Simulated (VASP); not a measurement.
# CsAs (Pm-3m) in VASP: further runs

The runs below take CsAs through relaxation of cell and atoms, with LDA.

All numbers are computed with VASP 6.6.1; they aren't measurements. Logs are shortened: lines on timing, memory, paths and dates and some standing lists are left out, and cuts for length are marked.

### Step 1. The cell of the first run

It takes space group Pm-3m (No. 221, cubic). Conventional cell: a = 4.295 Å, b = 4.295 Å, c = 4.295 Å, α = 90.00°, β = 90.00°, γ = 90.00°. Within 4.9 Å of Cs (site symmetry m-3m) lie 8 As at 3.72 Å and 6 Cs at 4.29 Å. Within 4.9 Å of As (site symmetry m-3m) lie 8 Cs at 3.72 Å and 6 As at 4.29 Å.

### Step 2. Relaxation of cell and atoms, LDA, target pressure 20 GPa, at which the enthalpy is minimised

INCAR reads:

```
SYSTEM = CsAs
PREC = Accurate
ENCUT = 600
EDIFF = 1E-6
ISMEAR = -1
SIGMA = 0.05
LREAL = .FALSE.
LASPH = .TRUE.
NELM = 60
ALGO = Normal
ISIF = 3
LWAVE = .FALSE.
LCHARG = .FALSE.
IBRION = 2
NSW = 60
EDIFFG = -0.01
PSTRESS = 200.0
```

KPOINTS reads:

```
regular mesh
0
G
  6 6 6
  0 0 0
```

POSCAR reads:

```
CsAs
1.0
    4.2949400000      0.0000000000      0.0000000000
    0.0000000000      4.2949400000      0.0000000000
    0.0000000000      0.0000000000      4.2949400000
Cs As
1 1
Direct
    0.0000000000      0.0000000000      0.0000000000
    0.5000000000      0.5000000000      0.5000000000
```

Potentials or basis: VASP PAW LDA potentials, release 64 (Cs_sv, As).

Launch:

```
$ cat potpaw_LDA.64/Cs_sv/POTCAR potpaw_LDA.64/As/POTCAR > POTCAR
$ mpirun -np 1 vasp_std > vasp.out
```

OUTCAR:

```text
SYSTEM = CsAs
   PREC = Accurate
   ENCUT = 600
   EDIFF = 1E-6
   ISMEAR = -1
   LREAL = .FALSE.
   LASPH = .TRUE.
   NELM = 60
   ISIF = 3
   IBRION = 2
   NSW = 60
   EDIFFG = -0.01
   PSTRESS = 200.0

 ion  position               nearest neighbor table
   1  0.000  0.000  0.000-
   2  0.500  0.500  0.500-

  LATTYP: Found a simple cubic cell.
 ALAT       =     4.2949400000

  Lattice vectors:

 A1 = (   4.2949400000,   0.0000000000,   0.0000000000)
 A2 = (   0.0000000000,   4.2949400000,   0.0000000000)
 A3 = (   0.0000000000,   0.0000000000,   4.2949400000)

Analysis of symmetry for initial positions (statically):
=====================================================================
 Subroutine PRICEL returns:
 Original cell was already a primitive cell.

 Routine SETGRP: Setting up the symmetry group for a
 simple cubic supercell.

 Subroutine GETGRP returns: Found 48 space group operations
 (whereof 48 operations were pure point group operations)
 out of a pool of 48 trial point group operations.

The static configuration has the point symmetry O_h .

Analysis of symmetry for dynamics (positions and initial velocities):
=====================================================================
 Subroutine PRICEL returns:
 Original cell was already a primitive cell.

 Routine SETGRP: Setting up the symmetry group for a
 simple cubic supercell.

 Subroutine GETGRP returns: Found 48 space group operations
 (whereof 48 operations were pure point group operations)
 out of a pool of 48 trial point group operations.

The dynamic configuration has the point symmetry O_h .

 Subroutine INISYM returns: Found 48 space group operations
 (whereof 48 operations are pure point group operations),
 and found     1 'primitive' translations

----------------------------------------------------------------------------------------

                                     Primitive cell

  volume of cell :      79.2267

  direct lattice vectors                    reciprocal lattice vectors
     4.294940000  0.000000000  0.000000000     0.232832123  0.000000000  0.000000000
     0.000000000  4.294940000  0.000000000     0.000000000  0.232832123  0.000000000
     0.000000000  0.000000000  4.294940000     0.000000000  0.000000000  0.232832123

  length of vectors
     4.294940000  4.294940000  4.294940000     0.232832123  0.232832123  0.232832123

  position of ions in fractional coordinates (direct lattice)
     0.000000000  0.000000000  0.000000000
     0.500000000  0.500000000  0.500000000

  ion indices of the primitive-cell ions
   primitive index   ion index
[... 24 lines left out ...]
 Subroutine IBZKPT returns following result:
 ===========================================

 Found     20 irreducible k-points:

 Following reciprocal coordinates:
            Coordinates               Weight
  0.000000  0.000000  0.000000      1.000000
  0.166667  0.000000  0.000000      6.000000
  0.333333  0.000000  0.000000      6.000000
  0.500000  0.000000  0.000000      3.000000
  0.166667  0.166667  0.000000     12.000000
  0.333333  0.166667  0.000000     24.000000
[... 12 lines left out ...]
  0.500000  0.500000  0.333333      6.000000
  0.500000  0.500000  0.500000      1.000000
   k-points           NKPTS =     20   k-points in BZ     NKDIM =     20   number of bands    NBANDS=     11
   number of dos      NEDOS =    301   number of ions     NIONS =      2
   total plane-waves  NPLWV =  46656
   dimension x,y,z NGX =    36 NGY =   36 NGZ =   36
   dimension x,y,z NGXF=    72 NGYF=   72 NGZF=   72
   ions per type =               1   1
   NGX,Y,Z   is equivalent  to a cutoff of  13.93, 13.93, 13.93 a.u.
   NGXF,Y,Z  is equivalent  to a cutoff of  27.87, 27.87, 27.87 a.u.
 SYSTEM =  CsAs
   PREC   = accura    normal or accurate (medium, high low for compatibility)
   ISTART =      0    job   : 0-new  1-cont  2-samecut
   ICHARG =      2    charge: 1-file 2-atom 10-const
   ISPIN  =      1    spin polarized calculation?
   LNONCOLLINEAR =      F non collinear calculations
   LSORBIT =      F    spin-orbit coupling
   LASPH  =      T    aspherical Exc in radial PAW
   ENCUT  =  600.0 eV  44.10 Ry    6.64 a.u.   8.58  8.58  8.58*2*pi/ulx,y,z
   NELM   =     60;   NELMIN=  2; NELMDL= -5     # of ELM steps
   EDIFF  = 0.1E-05   stopping-criterion for ELM
   LREAL  =      F    real-space projection
   EDIFFG = -.1E-01   stopping-criterion for IOM
   NSW    =     60    number of steps for IOM
   IBRION =      2    ionic relax: 0-MD 1-quasi-New 2-CG
   NFREE  =      1    steps in history (QN), initial steepest desc. (CG)
   ISIF   =      3    stress and relaxation
   ISYM   =      2    0-nonsym 1-usesym 2-fastsym
   POTIM  = 0.5000    time-step for ionic-motion
   TEBEG  =    0.0;   TEEND  =   0.0 temperature during run
   PSTRESS=  200.0 pullay stress
   NELECT =      14.0000    total number of electrons
   NUPDOWN=      -1.0000    fix difference up-down
   EMIN   =  10.00;   EMAX   =-10.00  energy-range for DOS
   EFERMI =   0.00;   METHOD = LEGACY
   ISMEAR =    -1;   SIGMA  =   0.05  broadening in eV -4-tet -1-fermi 0-gaus
   EFERMI_NEDOS =   21; number of points for ismear=-14 and -15
   IALGO  =     38    algorithm
   IMIX   =      4    mixing-type and parameters
     AMIX     =   0.40;   BMIX     =  1.00
     AMIX_MAG =   1.60;   BMIX_MAG =  1.00
  volume/ion in A,a.u.               =      39.61       267.32
  Fermi-wavevector in a.u.,A,eV,Ry     =   0.918672  1.736038 11.482745  0.843958
  Thomas-Fermi vector in A             =   2.043780
   LORBIT       =      0    0 simple, 1 ext, 2 COOP (PROOUT), +10 PAW based schemes
   GGA     = CA    functional components
   LHFCALC =     F    Hartree Fock is set to
   AEXX    =    0.0000 exact exchange contribution
   IVDW    =     0    specifies the selected vdW correction
   LEPSILON=     F    determine dielectric tensor
   LRPA    =     F    only Hartree local field effects (RPA)
 conjugate gradient relaxation of ions
 non-spin polarized calculation
  energy-cutoff  :      600.00
  volume of cell :       79.23
 maximum number of plane-waves:      2680
 NGX is ok and might be reduce to    36
   NGX = 17   NGY = 17   NGZ = 17

--------------------------------------- Ionic step        1  -------------------------------------------

 number of electron      14.0000002 magnetization

 Free energy of the ion-electron system (eV)
  ---------------------------------------------------
  ext. energy  EPLUGINS =         0.00000000
  ---------------------------------------------------
  free energy    TOTEN  =        -5.78375703 eV

  energy without entropy =       -5.74970231  energy(sigma->0) =       -5.76672967

 E-fermi :   1.2497     XC(G=0):  -8.4699

 val. band max:        1.2159870534   @ k =   0.5000   0.1667   0.0000
 cond. band min:       1.2559020978   @ k =   0.3333   0.1667   0.0000
 fundamental gap:      0.0399150444
 Fermi energy:         1.2497248705
[... 716 lines left out ...]
--------------------------------------- Ionic step        5  -------------------------------------------

 number of electron      14.0000000 magnetization

 Free energy of the ion-electron system (eV)
  ---------------------------------------------------
  ext. energy  EPLUGINS =         0.00000000
  ---------------------------------------------------
  free energy    TOTEN  =        -4.93211408 eV

  energy without entropy =       -4.90519994  energy(sigma->0) =       -4.91865701

 E-fermi :   5.5897     XC(G=0): -10.7504

 val. band max:        5.4820203316   @ k =   0.5000   0.5000   0.0000
 cond. band min:       5.6046634554   @ k =   0.1667   0.1667   0.1667
 fundamental gap:      0.1226431237
 Fermi energy:         5.5897319016
[... 311 lines left out ...]
  energy  without entropy=       -4.9051999376  energy(sigma->0) =       -4.91865701

  enthalpy is  TOTEN    =         0.8545407374 eV   P V=        5.7866548142

 reached required accuracy - stopping structural energy minimisation
```

CONTCAR:

```text
CsAs
   1.00000000000000
     3.5922734440251975    0.0000000000000000   -0.0000000000000000
     0.0000000000000000    3.5922734440251975    0.0000000000000000
     0.0000000000000000    0.0000000000000000    3.5922734440251975
  Cs              As
     1     1
Direct
     0.0000000000000000    0.0000000000000000    0.0000000000000000
     0.5000000000000000    0.5000000000000000    0.5000000000000000

  0.00000000E+00  0.00000000E+00  0.00000000E+00
  0.00000000E+00  0.00000000E+00  0.00000000E+00
```

Wall time 47 s (1 thread of Intel Xeon 6975P-C, shared host); peak memory 0.19 GiB.

What came out:

```yaml
Free_energy: -4.9321 eV
Relaxed_volume: 23.18 Å³/atom
Relaxed_cell: a = 3.592 Å, b = 3.592 Å, c = 3.592 Å, α = 90.00°, β = 90.00°, γ = 90.00°
Space_group_after_relaxing_to_0.05_Å: Pm-3m (No. 221)
Energy_change_on_relaxing_the_enthalpy_is_what_falls: +425.8 meV/atom
Ionic_steps: 5
Pressure_after_relaxing: 20.0 GPa
Band_gap_on_the_k_mesh: zero (band 7 reaches 6.80 eV, above the bottom of band 8 at 1.83 eV)
```

Step by step:
```
step  energy change (eV)  largest force (eV/Å)  pressure (GPa)  volume (Å³)
   1              0.0000                0.0000           -2.45        79.23
   2              5.5477                0.0000          101.93        31.10
   3              0.6554                0.0000           16.67        48.08
   4              0.7815                0.0000           18.83        46.94
   5              0.8516                0.0000           19.98        46.36
```

Final structure:
```
Cs As
1.0
     3.59227    0.00000    0.00000
     0.00000    3.59227    0.00000
     0.00000    0.00000    3.59227
Cs As
1 1
Direct
  0.00000 0.00000 0.00000
  0.50000 0.50000 0.50000
```

Caveat: the cell is relaxed towards a set pressure, so the enthalpy falls and the energy may rise; the volume moved by over 15 % at a fixed basis, so the end points are rough; spin-orbit coupling is left out, which moves the levels of the heavy elements.

### Step 3. Relaxation of cell and atoms, LDA, target pressure 30 GPa, at which the enthalpy is minimised

INCAR reads:

```
SYSTEM = CsAs
PREC = Accurate ; ENCUT = 600
EDIFF = 1E-6 ; ISMEAR = -1
SIGMA = 0.05 ; LREAL = .False.
LASPH = .True. ; NELM = 60
ALGO = Normal ; ISIF = 3
LWAVE = .False. ; LCHARG = .False.
IBRION = 2 ; NSW = 60
EDIFFG = -0.01 ; PSTRESS = 300.0
```

KPOINTS reads:

```
regular mesh
0
Gamma
  6 6 6
  0 0 0
```

POSCAR is that of step 2.

Potentials or basis: VASP PAW LDA potentials, release 64 (Cs_sv, As).

Launch:

```
$ cat potpaw_LDA.64/Cs_sv/POTCAR potpaw_LDA.64/As/POTCAR > POTCAR
$ mpirun -np 1 vasp_std > vasp.out
```

OUTCAR:

```text
SYSTEM = CsAs
   PREC = Accurate
   ENCUT = 600
   EDIFF = 1E-6
   ISMEAR = -1
   LREAL = .False.
   LASPH = .True.
   NELM = 60
   ISIF = 3
   IBRION = 2
   NSW = 60
   EDIFFG = -0.01
   PSTRESS = 300.0

 ion  position               nearest neighbor table
   1  0.000  0.000  0.000-
   2  0.500  0.500  0.500-

  LATTYP: Found a simple cubic cell.
 ALAT       =     4.2949400000

  Lattice vectors:

 A1 = (   4.2949400000,   0.0000000000,   0.0000000000)
 A2 = (   0.0000000000,   4.2949400000,   0.0000000000)
 A3 = (   0.0000000000,   0.0000000000,   4.2949400000)

Analysis of symmetry for initial positions (statically):
=====================================================================
 Subroutine PRICEL returns:
 Original cell was already a primitive cell.

 Routine SETGRP: Setting up the symmetry group for a
 simple cubic supercell.

 Subroutine GETGRP returns: Found 48 space group operations
 (whereof 48 operations were pure point group operations)
 out of a pool of 48 trial point group operations.

The static configuration has the point symmetry O_h .

Analysis of symmetry for dynamics (positions and initial velocities):
[... 131 lines left out ...]
   GGA     = CA    functional components
   LHFCALC =     F    Hartree Fock is set to
   AEXX    =    0.0000 exact exchange contribution
   IVDW    =     0    specifies the selected vdW correction
   LEPSILON=     F    determine dielectric tensor
   LRPA    =     F    only Hartree local field effects (RPA)
 conjugate gradient relaxation of ions
 non-spin polarized calculation
  energy-cutoff  :      600.00
  volume of cell :       79.23
 maximum number of plane-waves:      2680
 NGX is ok and might be reduce to    36
   NGX = 17   NGY = 17   NGZ = 17

--------------------------------------- Ionic step        1  -------------------------------------------

 number of electron      14.0000002 magnetization

 Free energy of the ion-electron system (eV)
  ---------------------------------------------------
  ext. energy  EPLUGINS =         0.00000000
  ---------------------------------------------------
  free energy    TOTEN  =        -5.78375703 eV

  energy without entropy =       -5.74970231  energy(sigma->0) =       -5.76672967

------------------------ aborting loop because EDIFF is reached ----------------------------------------

  FORCE on cell =-STRESS in cart. coord.  units (eV):
  Direction    XX          YY          ZZ          XY          YZ          ZX
  --------------------------------------------------------------------------------------
  -------------------------------------------------------------------------------------
  Total       -1.2118060     -1.2118060     -1.2118060      0.0000000      0.0000000     -0.0000000
  in kB      -24.5059980    -24.5059980    -24.5059980      0.0000000      0.0000000     -0.0000000
  external PRESSURE =    -324.5059980 kB  Pullay stress =     300.0000000 kB
[... 865 lines left out ...]
--------------------------------------- Ionic step        9  -------------------------------------------

 number of electron      13.9999999 magnetization

 Free energy of the ion-electron system (eV)
  ---------------------------------------------------
  ext. energy  EPLUGINS =         0.00000000
  ---------------------------------------------------
  free energy    TOTEN  =        -4.33089458 eV

  energy without entropy =       -4.30461518  energy(sigma->0) =       -4.31775488

 E-fermi :   6.6042     XC(G=0): -11.1556

 val. band max:        6.5792540948   @ k =   0.3333   0.0000   0.0000
 cond. band min:       6.6073401138   @ k =   0.1667   0.1667   0.1667
 fundamental gap:      0.0280860190
 Fermi energy:         6.6041526060
[... 311 lines left out ...]
  energy  without entropy=       -4.3046151809  energy(sigma->0) =       -4.31775488

  enthalpy is  TOTEN    =         3.6176478052 eV   P V=        7.9485423816

 reached required accuracy - stopping structural energy minimisation
```

OSZICAR:

```text
N       E                     dE             d eps       ncg     rms          rms(c)
DAV:   1     0.744227229715E+02    0.74423E+02   -0.63171E+03   440   0.120E+03
DAV:   2    -0.108966890166E+00   -0.74532E+02   -0.71667E+02   651   0.165E+02
DAV:   3    -0.577290672079E+01   -0.56639E+01   -0.56017E+01   524   0.492E+01
[... 84 lines left out ...]
DAV:   2    -0.433148671328E+01    0.19893E-02   -0.27637E-03   449   0.378E-01    0.110E-01
DAV:   3    -0.433090730247E+01    0.57941E-03   -0.19005E-03   449   0.279E-01    0.231E-02
DAV:   4    -0.433089615211E+01    0.11150E-04   -0.36146E-05   458   0.472E-02    0.128E-02
DAV:   5    -0.433089461937E+01    0.15327E-05   -0.55539E-06   449   0.173E-02    0.762E-03
DAV:   6    -0.433089457638E+01    0.42987E-07   -0.65284E-08   220   0.207E-03
   9 F= 0.36176478E+01 E0= 0.36307875E+01  d E =-.444298E-03
```

It took 90 s on 1 thread of Intel Xeon 6975P-C, shared host; peak memory 0.21 GiB.

What came out:

| Property | Result |
| --- | --- |
| Free energy | -4.3309 eV |
| Relaxed volume | 21.22 Å³/atom |
| Relaxed cell | a = 3.488 Å, b = 3.488 Å, c = 3.488 Å, α = 90.00°, β = 90.00°, γ = 90.00° |
| Space group after relaxing (to 0.05 Å) | Pm-3m (No. 221) |
| Energy change on relaxing (the enthalpy is what falls) | +726.4 meV/atom |
| Ionic steps | 9 |
| Pressure after relaxing | 30.0 GPa |
| Band gap on the k mesh | zero (band 7 reaches 7.64 eV, above the bottom of band 8 at 2.27 eV) |

Step by step:
| step | energy change (eV) | largest force (eV/Å) | pressure (GPa) | volume (Å³) |
| --- | --- | --- | --- | --- |
| 1 | 0.0000 | 0.0000 | -2.45 | 79.23 |
| 2 | 27.5313 | 0.0000 | 629.10 | 18.24 |
| 3 | -0.0757 | 0.0000 | 1.96 | 62.97 |
| 4 | 0.1729 | 0.0000 | 8.16 | 54.49 |
| 5 | 1.7939 | 0.0000 | 35.62 | 40.78 |
| 6 | 1.3857 | 0.0000 | 28.88 | 42.82 |
| 7 | 1.4938 | 0.0000 | 30.70 | 42.23 |
| 8 | 1.3995 | 0.0000 | 29.08 | 42.74 |
| 9 | 1.4529 | 0.0000 | 30.00 | 42.45 |

Final structure:
```
Cs As
1.0
     3.48839    0.00000    0.00000
     0.00000    3.48839    0.00000
     0.00000    0.00000    3.48839
Cs As
1 1
Direct
  0.00000 0.00000 0.00000
  0.50000 0.50000 0.50000
```

Caveat: the cell is relaxed towards a set pressure, so the enthalpy falls and the energy may rise; the volume moved by over 15 % at a fixed basis, so the end points are rough; spin-orbit coupling is left out, which moves the levels of the heavy elements.
